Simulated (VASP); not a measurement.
A run of VASP 6.6.1 is set up as follows.

File INCAR:

```
PREC = Accurate
ENCUT = 520
EDIFF = 1E-7
ISMEAR = 0
SIGMA = 0.1
LREAL = False
LASPH = True
NELM = 150
ALGO = Normal
ISIF = 2
LWAVE = False
LCHARG = False
ISPIN = 2
MAGMOM = 0 0 0 3
LORBIT = 11
LDIPOL = True
IDIPOL = 3
DIPOL = 0.5 0.5 0.353
GGA = PE
NBANDS = 19
```

Contents of KPOINTS:

```
regular mesh
0
Gamma
  9 9 1
```

File POSCAR:

```
Al3N
1.0
    2.8567582919      0.0000000000      0.0000000000
   -1.4283791460      2.4740252533      0.0000000000
    0.0000000000      0.0000000000     21.6013781961
Al N
3 1
Direct
    0.6666666667      0.3333333333      0.1851733701
    0.3333333333      0.6666666667      0.2916813827
    0.0000000000      0.0000000000      0.3981865471
    0.1666666667      0.0000000000      0.5356777744
```

Potentials or basis: VASP PAW PBE potentials, release 64 (Al, N).

Launch:

```bash
$ cat potpaw_PBE.64/Al/POTCAR potpaw_PBE.64/N/POTCAR > POTCAR
$ mpirun -np 1 vasp_std > vasp.out
```

(1) What does it give for the largest force?

(2) Predict the net moment.

(3) Estimate the site moments.

## Answers

(1) 0.724 eV/Å.

(2) 2.48 μB per cell.

(3) Al -0.02, -0.03 (each value once); N +1.84 μB.
